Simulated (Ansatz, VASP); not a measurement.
# Two plane-wave programs on Mn

```
CELL_PARAMETERS angstrom
3.81835 0.00000 0.00000
-1.90918 3.30679 0.00000
0.00000 0.00000 2.40245
ATOMIC_POSITIONS crystal
Mn 0.00000 0.00000 0.00000
Mn 0.33333 0.66667 0.50000
Mn 0.66667 0.33333 0.50000
```

Alike in both runs: functional LDA; k mesh 9 × 9 × 13; occupations fermi-dirac, width 0.1 eV; no spin polarisation.

Ansatz relaxed the structure, and its values are those at the end. VASP's run is a single point on that final structure, the one shown.

```csv
,VASP,Ansatz
version,VASP 6.6.1,Ansatz 0.2.0
potentials or method,"VASP PAW LDA potentials, release 64 (Mn_pv), cutoff 520 eV","plane waves (420 eV) with PAW, scalar-relativistic"
valence electrons in the cell,39,45
```

```tsv
	VASP	Ansatz	Ansatz less VASP
pressure (GPa)	0.6	0.0	-0.64
```

Ansatz warns that its potentials were made for another functional, while VASP's fit it. LDA's correlation is that of Perdew and Zunger in VASP and of Perdew and Wang (1992) in Ansatz. VASP's potentials hold 39 valence electrons a cell and Ansatz's 45, so a difference there can come from the potentials and not from the codes.
